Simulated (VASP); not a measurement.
Wanted: the native input for a VASP 6.6.1 run.

* Task: single point
* Functional: PBEsol
* Dispersion: D3(BJ)
* Potentials or basis: VASP PAW PBE potentials, release 64 (Al)
* Cutoff: 520 eV
* k mesh: 26 × 26 × 26
* Occupations: gaussian, width 0.15 eV
* Spin: no spin polarisation
* Dipole correction: no
* Further INCAR settings: ALGO = Fast; EDIFF = 1e-06; NBANDS = 8

The structure of Al lies in POSCAR:

```
Al
1.0
    0.0099063881      1.9812776140      1.9812776140
    1.9812776140      0.0099063881      1.9812776140
    1.9911840021      1.9911840021      0.0000000000
Al
1
Direct
    0.0000000000      0.0000000000      0.0000000000
```

This cell differs from its parent crystal: strain +0.0100 x Voigt [0, 0, 0, 0, 0, 1].

The input as run:

INCAR

```
SYSTEM = Al
PREC = Accurate
ENCUT = 520
EDIFF = 1E-6
ISMEAR = 0
SIGMA = 0.15
LREAL = .False.
LASPH = .True.
NELM = 100
ALGO = Fast
ISIF = 2
LWAVE = .False.
LCHARG = .True.
GGA = PS
IVDW = 12
LELF = .True.
LVHAR = .True.
NBANDS = 8
```

KPOINTS

```
Automatic mesh
0
Gamma
  26 26 26
  0 0 0
```

Potentials or basis: VASP PAW PBE potentials, release 64 (Al).

Launch:

```sh
$ cat potpaw_PBE.64/Al/POTCAR > POTCAR
$ mpirun -np 1 vasp_std > vasp.out
```

Results of the run:

The pressure is 0.1 GPa. The band gap on the k mesh is zero (an odd number of electrons rules out a gap without spin polarisation) and the dispersion energy per atom is -0.337 eV.

Caveat: the cell differs from its parent crystal (strain +0.0100 x Voigt [0, 0, 0, 0, 0, 1]); the PAW data sets were made with another functional, which shifts forces and pressure a little.

Wall time 10 min on 1 thread of AMD EPYC 7571, on a shared host, peak memory 0.34 GiB.
